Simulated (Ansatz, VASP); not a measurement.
## Fe7Co: VASP beside Ansatz

The input INCAR:

```
SYSTEM = Fe7Co
PREC = Accurate
ENCUT = 520
EDIFF = 1E-7
ISMEAR = 0
SIGMA = 0.1
LREAL = .FALSE.
LASPH = .TRUE.
NELM = 150
ALGO = Normal
ISIF = 2
LWAVE = .FALSE.
LCHARG = .FALSE.
ISPIN = 2
MAGMOM = 2.39 2.39 2.39 2.6 2.6 2.6 2.6 1.98
LORBIT = 11
LMAXMIX = 4
GGA = PS
NBANDS = 46
```

Contents of KPOINTS:

```
Automatic mesh
0
G
  10 10 10
  0 0 0
```

Contents of POSCAR:

```
Fe7Co
1.0
   -2.7377208912      2.7377208912      2.7377208912
    2.7377208912     -2.7377208912      2.7377208912
    2.7377208912      2.7377208912     -2.7377208912
Fe Co
7 1
Direct
    0.0000000000      0.5000000000      0.5000000000
    0.5000000000      0.5000000000      0.0000000000
    0.5000000000      0.0000000000      0.5000000000
    0.0000000000      0.0000000000      0.5000000000
    0.0000000000      0.5000000000      0.0000000000
    0.5000000000      0.0000000000      0.0000000000
    0.5000000000      0.5000000000      0.5000000000
    0.0000000000      0.0000000000      0.0000000000
```

Input for Ansatz:

```yaml
crystal:
  lattice:
    - [-2.7377208912, 2.7377208912, 2.7377208912]
    - [2.7377208912, -2.7377208912, 2.7377208912]
    - [2.7377208912, 2.7377208912, -2.7377208912]
  atoms:
    - { symbol: Fe, position: [0.0, 0.5, 0.5], spin: 2.39 }
    - { symbol: Fe, position: [0.5, 0.5, 0.0], spin: 2.39 }
    - { symbol: Fe, position: [0.5, 0.0, 0.5], spin: 2.39 }
    - { symbol: Fe, position: [0.0, 0.0, 0.5], spin: 2.6 }
    - { symbol: Fe, position: [0.0, 0.5, 0.0], spin: 2.6 }
    - { symbol: Fe, position: [0.5, 0.0, 0.0], spin: 2.6 }
    - { symbol: Fe, position: [0.5, 0.5, 0.5], spin: 2.6 }
    - { symbol: Co, position: [0.0, 0.0, 0.0], spin: 1.98 }
basis:
  ecutwfc: 420
kpoints:
  mp_grid: { grid: [10, 10, 10] }
hamiltonian:
  xc: pbesol
scf:
  occupations: { method: gaussian, width: 0.1 }
output:
  forces: true
  stress: true
  eigenvalues: true
  populations: true
magnetization:
  spin_polarized: true
```

Alike in both runs: task single point; functional PBEsol; k mesh 10 × 10 × 10; occupations gaussian, width 0.1 eV; collinear spin.

|  | VASP | Ansatz |
| --- | --- | --- |
| version | VASP 6.6.1 | Ansatz 0.2.0 |
| potentials or method | VASP PAW PBE potentials, release 64 (Fe, Co), cutoff 520 eV | scalar-relativistic, plane waves, PAW |
| valence electrons in the cell | 65 | 129 |

VASP gave:

```
gap on the k mesh at the Fermi level (eV)                     : none
pressure (GPa)                                                : 15.1
net moment per atom (μB)                                      : 2.10
size of the moment on the site where the two differ most (μB) : 1.65
```

Question: Which values does Ansatz return?

Answer: gap on the k mesh at the Fermi level (eV): none; pressure (GPa): 15.4; net moment per atom (μB): 2.09; size of the moment on the site where the two differ most (μB): 1.73.

VASP's potentials were made for PBE, not for PBEsol. Site moments also hang on the region over which each program counts them. A gap of «none» marks a metal or a gap that the smearing closes. The functional is the same, so the differences come from potentials, cutoffs and numerics. VASP's potentials hold 65 valence electrons a cell and Ansatz's 129, so a difference there can come from the potentials and not from the codes.
